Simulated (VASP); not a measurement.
# BaTiO3: single point with r2SCAN

BaTiO3:

```
CELL_PARAMETERS angstrom
2.79008 1.61085 2.28112
-2.79008 1.61085 2.28112
0.00000 -3.22171 2.28112
ATOMIC_POSITIONS crystal
Ba 0.99764 0.99764 0.99764
Ti 0.50570 0.50570 0.50570
O 0.49048 0.98679 0.49048
O 0.49048 0.49048 0.98679
O 0.98679 0.49048 0.49048
```

* Program: VASP 6.6.1
* Task: single point
* Functional: r2SCAN
* Potentials or basis: VASP PAW PBE potentials, release 64 (Ba_sv, Ti_sv, O)
* Cutoff: 520 eV
* k mesh: 6 × 6 × 6
* Occupations: gaussian, width 0.02 eV
* Spin: no spin polarisation

- Pressure: 10.3 GPa
- Largest force: 0.109 eV/Å
- Band gap on the k mesh: 2.48 eV (least direct gap 2.70 eV)

Forces on the atoms (eV/Å):
```
Ba   0.000  0.000 -0.026
Ti   0.000  0.000 -0.109
O   -0.038  0.022  0.045
O    0.000 -0.044  0.045
O    0.038  0.022  0.045
```

Levels at points of the mesh, in eV from the valence-band top:
```csv
k point,band 18,band 19,band 20,band 21,band 22,band 23
"(0.00, 0.00, 0.00)",-0.28,-0.22,-0.22,2.48,2.48,2.55
"(0.50, 0.00, 0.00)",-1.76,-0.84,-0.79,2.66,4.19,4.24
"(0.50, 0.50, 0.00)",-0.87,-0.85,-0.10,4.23,4.23,4.66
"(0.50, 0.50, 0.50)",-0.01,-0.01,0.00,4.88,4.95,4.95
```

Run time: 3.4 min on 1 thread of Intel Xeon 8259CL, with other jobs on the host, peak memory 0.21 GiB.

Caveat: the cell stands under pressure; the PAW data sets were made with another functional, which shifts forces and pressure a little; spin-orbit coupling is left out, which moves the levels of the heavy elements. A k mesh can miss the band edges.
